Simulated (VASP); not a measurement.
Input of a VASP 6.6.1 run:

File INCAR:

```
  PREC = Accurate
  ENCUT = 520
  EDIFF = 1E-7
  ISMEAR = 0
  SIGMA = 0.1
  LREAL = False
  LASPH = True
  NELM = 100
  ALGO = Normal
  ISIF = 2
  LWAVE = False
  LCHARG = False
  GGA = PE
  NBANDS = 30
```

KPOINTS

```
Automatic mesh
0
Gamma
  4 4 4
```

File POSCAR:

```
Sb6Au
1.0
    0.0000000000      5.5320817200      5.5320817200
    5.5320817200      0.0000000000      5.5320817200
    5.5320817200      5.5320817200      0.0000000000
Sb Au
6 1
Direct
    0.7500000000      0.2500000000      0.2500000000
    0.2500000000      0.7500000000      0.7500000000
    0.2500000000      0.7500000000      0.2500000000
    0.7500000000      0.2500000000      0.7500000000
    0.2500000000      0.2500000000      0.7500000000
    0.7500000000      0.7500000000      0.2500000000
    0.0000000000      0.0000000000      0.0000000000
```

Potentials or basis: VASP PAW PBE potentials, release 64 (Sb, Au).

Launch:

```bash
$ cat potpaw_PBE.64/Sb/POTCAR potpaw_PBE.64/Au/POTCAR > POTCAR
$ mpirun -np 1 vasp_std > vasp.out
```

Problem. What does it give for the pressure?

Solution. -4.7 GPa.

Problem. What does it give for the band gap on the k mesh?

Solution. Zero (an odd number of electrons rules out a gap without spin polarisation).

Caveat: the cell differs from its parent crystal (atoms taken out); the cell stands under tension; spin-orbit coupling is left out, which moves the levels of the heavy elements.
